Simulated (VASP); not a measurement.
# La (I4_1/amd) in VASP: a series of runs

La is run at these levels: PBE; tasks: single point.

All numbers are computed with VASP 6.6.1; they aren't measurements. Logs are shortened: lines on timing, memory, paths and dates and some standing lists are left out, and cuts for length are marked.

### 1 The cell of the first run

It takes space group I4_1/amd (No. 141, tetragonal). Conventional cell: a = 5.889 Å, b = 5.889 Å, c = 3.587 Å, α = 90.00°, β = 90.00°, γ = 90.00°. La (site symmetry -4m2) has 10 La at 3.08 to 3.99 Å within 4.1 Å.

### 2 Single point, PBE

INCAR

```
ALGO = Normal ; EDIFF = 1E-6
ENCUT = 520 ; GGA = PE
ISIF = 2 ; ISMEAR = -1
LASPH = T ; LCHARG = T
LELF = T ; LREAL = F
LVHAR = T ; LWAVE = F
NBANDS = 18 ; NELM = 100
PREC = Accurate ; SIGMA = 0.05
```

KPOINTS

```
k-points
0
Gamma
  13 13 13
```

POSCAR

```
La
1.0
   -2.9446184071      2.9446184071      1.7934138828
    2.9446184071     -2.9446184071      1.7934138828
    2.9446184071      2.9446184071     -1.7934138828
La
2
Direct
   -0.3750000000     -0.1250000000     -0.2500000000
    0.3750000000      0.1250000000      0.2500000000
```

Potentials or basis: VASP PAW PBE potentials, release 64 (La).

The run is started by

```
> cat potpaw_PBE.64/La/POTCAR > POTCAR
> mpirun -np 1 vasp_std > vasp.out
```

OUTCAR:

```text
EDIFF = 1E-6
   ENCUT = 520
   GGA = PE
   ISIF = 2
   ISMEAR = -1
   LASPH = T
   LREAL = F
   NELM = 100
   PREC = Accurate

 ion  position               nearest neighbor table
   1  0.625  0.875  0.750-   2 3.08   2 3.08   2 3.08   2 3.08
   2  0.375  0.125  0.250-   1 3.08   1 3.08   1 3.08   1 3.08

  LATTYP: Found a body centered tetragonal cell.
 ALAT       =     5.8892368142
 C/A-ratio  =     0.6090479766

  Lattice vectors:

 A1 = (  -2.9446184071,   2.9446184071,   1.7934138828)
 A2 = (   2.9446184071,  -2.9446184071,   1.7934138828)
 A3 = (   2.9446184071,   2.9446184071,  -1.7934138828)

Analysis of symmetry for initial positions (statically):
=====================================================================
 Subroutine PRICEL returns:
 Original cell was already a primitive cell.

 Routine SETGRP: Setting up the symmetry group for a
 body centered tetragonal supercell.

 Subroutine GETGRP returns: Found 16 space group operations
 (whereof  4 operations were pure point group operations)
 out of a pool of 16 trial point group operations.

The static configuration has the point symmetry C_2h.
 The point group associated with its full space group is D_4h.

Analysis of symmetry for dynamics (positions and initial velocities):
=====================================================================
 Subroutine PRICEL returns:
 Original cell was already a primitive cell.

 Routine SETGRP: Setting up the symmetry group for a
 body centered tetragonal supercell.

 Subroutine GETGRP returns: Found 16 space group operations
 (whereof  4 operations were pure point group operations)
 out of a pool of 16 trial point group operations.

The dynamic configuration has the point symmetry C_2h.
 The point group associated with its full space group is D_4h.

 Subroutine INISYM returns: Found 16 space group operations
 (whereof  4 operations are pure point group operations),
 and found     1 'primitive' translations

----------------------------------------------------------------------------------------

                                     Primitive cell

  volume of cell :      62.2012

  direct lattice vectors                    reciprocal lattice vectors
    -2.944618407  2.944618407  1.793413883     0.000000000  0.169801289  0.278797886
[... 75 lines left out ...]
   NGXF,Y,Z  is equivalent  to a cutoff of  26.40, 26.40, 26.40 a.u.
 SYSTEM =  unknown system
   PREC   = accura    normal or accurate (medium, high low for compatibility)
   ISTART =      0    job   : 0-new  1-cont  2-samecut
   ICHARG =      2    charge: 1-file 2-atom 10-const
   ISPIN  =      1    spin polarized calculation?
   LNONCOLLINEAR =      F non collinear calculations
   LSORBIT =      F    spin-orbit coupling
   LASPH  =      T    aspherical Exc in radial PAW
   ENCUT  =  520.0 eV  38.22 Ry    6.18 a.u.   8.43  8.43  8.43*2*pi/ulx,y,z
   NELM   =    100;   NELMIN=  2; NELMDL= -5     # of ELM steps
   EDIFF  = 0.1E-05   stopping-criterion for ELM
   LREAL  =      F    real-space projection
   EDIFFG = 0.1E-04   stopping-criterion for IOM
   NSW    =      0    number of steps for IOM
   IBRION =     -1    ionic relax: 0-MD 1-quasi-New 2-CG
   NFREE  =      0    steps in history (QN), initial steepest desc. (CG)
   ISIF   =      2    stress and relaxation
   ISYM   =      2    0-nonsym 1-usesym 2-fastsym
   POTIM  = 0.5000    time-step for ionic-motion
   TEBEG  =    0.0;   TEEND  =   0.0 temperature during run
   PSTRESS=    0.0 pullay stress
   NELECT =      22.0000    total number of electrons
   NUPDOWN=      -1.0000    fix difference up-down
   EMIN   =  10.00;   EMAX   =-10.00  energy-range for DOS
   EFERMI =   0.00;   METHOD = LEGACY
   ISMEAR =    -1;   SIGMA  =   0.05  broadening in eV -4-tet -1-fermi 0-gaus
   EFERMI_NEDOS =   21; number of points for ismear=-14 and -15
   IALGO  =     38    algorithm
   IMIX   =      4    mixing-type and parameters
     AMIX     =   0.40;   BMIX     =  1.00
     AMIX_MAG =   1.60;   BMIX_MAG =  1.00
  volume/ion in A,a.u.               =      31.10       209.88
  Fermi-wavevector in a.u.,A,eV,Ry     =   1.157754  2.187837 18.237165  1.340394
  Thomas-Fermi vector in A             =   2.294362
   LORBIT       =      0    0 simple, 1 ext, 2 COOP (PROOUT), +10 PAW based schemes
   GGA     = PE    functional components
   LHFCALC =     F    Hartree Fock is set to
   AEXX    =    0.0000 exact exchange contribution
   IVDW    =     0    specifies the selected vdW correction
   LEPSILON=     F    determine dielectric tensor
   LRPA    =     F    only Hartree local field effects (RPA)
 non-spin polarized calculation
  energy-cutoff  :      520.00
  volume of cell :       62.20
 maximum number of plane-waves:      1700
 NGX is ok and might be reduce to    36
   NGX = 17   NGY = 17   NGZ = 17

 number of electron      22.0000002 magnetization

 Free energy of the ion-electron system (eV)
  ---------------------------------------------------
  ext. energy  EPLUGINS =         0.00000000
  ---------------------------------------------------
  free energy    TOTEN  =        -9.13103107 eV

  energy without entropy =       -9.10892104  energy(sigma->0) =       -9.11997606

 E-fermi :   9.5353     XC(G=0): -10.2733

 val. band max:        9.5174989107   @ k =   0.0769   0.0769   0.0769
 cond. band min:       9.5370611626   @ k =  -0.3077   0.1538   0.0000
 fundamental gap:      0.0195622519
 Fermi energy:         9.5352786728

 k-point     1 :       0.0000    0.0000    0.0000
  band No.  band energies     occupation
      1     -23.4849      2.00000
      2     -22.4425      2.00000
      3      -8.0594      2.00000
      4      -8.0594      2.00000
      5      -6.1574      2.00000
      6      -6.0879      2.00000
[... 481 lines left out ...]
      5      -7.3442      2.00000
      6      -6.5613      2.00000
[... 10 lines left out ...]
     17      11.6085      0.00000
     18      11.7561      0.00000

 [... further k-points ...]
[... 5 lines left out ...]
  --------------------------------------------------------------------------------------
  -------------------------------------------------------------------------------------
  Total        1.7091580      1.7091580      1.7386510      0.0000000      0.0000000      0.0000000
  in kB       44.0244792     44.0244792     44.7841588      0.0000000      0.0000000      0.0000000
  external PRESSURE =      44.2777057 kB  Pullay stress =       0.0000000 kB

 VOLUME and BASIS-vectors are now :
 -----------------------------------------------------------------------------
  energy-cutoff  :      520.00
  volume of cell :       62.20
      direct lattice vectors                 reciprocal lattice vectors
    -2.944618407  2.944618407  1.793413883     0.000000000  0.169801289  0.278797886
     2.944618407 -2.944618407  1.793413883     0.169801289  0.000000000  0.278797886
     2.944618407  2.944618407 -1.793413883     0.169801289  0.169801289  0.000000000

 POSITION                                       TOTAL-FORCE (eV/Angst)
 -----------------------------------------------------------------------------------
      2.94462      1.47231      1.34506         0.000000      0.000000     -0.000000
      0.00000      1.47231      0.44835        -0.000000     -0.000000      0.000000
 -----------------------------------------------------------------------------------
    total drift:                               -0.000000     -0.000000      0.000000

  FREE ENERGIE OF THE ION-ELECTRON SYSTEM (eV)
  ---------------------------------------------------
  free  energy   TOTEN  =        -9.1310310726 eV

  energy  without entropy=       -9.1089210391  energy(sigma->0) =       -9.11997606
```

stdout:

```text
POSCAR found type information on POSCAR La
 POSCAR found :  1 types and       2 ions
 scaLAPACK will be used
 LDA part: xc-table for (Slater+PW92), standard interpolation
 POSCAR, INCAR and KPOINTS ok, starting setup
 FFT: planning ... GRIDC
 FFT: planning ... GRID_SOFT
 FFT: planning ... GRID
 WAVECAR not read
 entering main loop
```

It took 11 min on 1 thread of Oxide Virtual Turin-like, shared host; peak memory 0.34 GiB.

What came out:

- Free energy: -9.1310 eV
- Pressure: 4.4 GPa
- Band gap on the k mesh: zero (band 11 reaches 10.38 eV, above the bottom of band 12 at 8.75 eV)

Caveat: spin-orbit coupling is left out, which moves the levels of the heavy elements.

### 3 Single point, PBE

INCAR

```
SYSTEM = La
PREC = Accurate
ENCUT = 520
EDIFF = 1E-6
ISMEAR = -1
SIGMA = 0.05
LREAL = .False.
LASPH = .True.
NELM = 60
ALGO = Normal
ISIF = 2
LWAVE = .False.
LCHARG = .False.
GGA = PE
NBANDS = 18
```

KPOINTS

```
Automatic mesh
0
Gamma
  13 13 13
  0 0 0
```

POSCAR

```
La
1.0
   -2.9460011484      2.9460011484      1.7944676648
    2.9460011484     -2.9460011484      1.7944676648
    2.9460011484      2.9460011484     -1.7944676648
La
2
Direct
   -0.3750000000     -0.1250000000     -0.2500000000
    0.3750000000      0.1250000000      0.2500000000
```

Potentials or basis: VASP PAW PBE potentials, release 64 (La).

The run is started by

```
> cat potpaw_PBE.64/La/POTCAR > POTCAR
> mpirun -np 1 vasp_std > vasp.out
```

Run time: 4.4 min. Hardware: 1 thread of Oxide Virtual Turin-like, shared host; peak memory 0.34 GiB.

The run converged. Its results:

| Property | Result |
| --- | --- |
| Free energy | -9.1337 eV |
| Pressure | 4.4 GPa |
| Band gap on the k mesh | zero (band 11 reaches 10.37 eV, above the bottom of band 12 at 8.74 eV) |

Levels at points of the mesh, in eV from the Fermi level:
```tsv
k point	band 8	band 9	band 10	band 11	band 12	band 13	band 14	band 15
(0.00, 0.00, 0.00)	-15.09	-2.86	-2.72	-0.55	-0.23	0.69	1.27	1.27
```

Caveat: spin-orbit coupling is left out, which moves the levels of the heavy elements.
